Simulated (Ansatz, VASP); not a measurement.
**One calculation of MgO, two programs**

```
Mg O
1.0
     0.00000    2.10850    2.10850
     2.10850    0.00000    2.10850
     2.10850    2.10850    0.00000
Mg O
1 1
Direct
  0.00000 0.00000 0.00000
  0.50000 0.50000 0.50000
```

Alike in both runs: task single point; functional PBEsol; k mesh 9 × 9 × 9; no spin polarisation.

|  | VASP | Ansatz |
| --- | --- | --- |
| version | VASP 6.6.1 | Ansatz 0.2.0 |
| potentials or method | VASP PAW PBE potentials, release 64 (Mg, O), cutoff 600 eV | all-electron (LAPW or listed datasets) |
| occupations | gaussian, width 0.01 eV | fixed |

```tsv
	VASP	Ansatz	Ansatz less VASP
gap on the k mesh at the Fermi level (eV)	4.60	4.60	+0.001
```

VASP's potentials were made for PBE, not for PBEsol. Ansatz ran all-electron here, and VASP with PAW potentials.
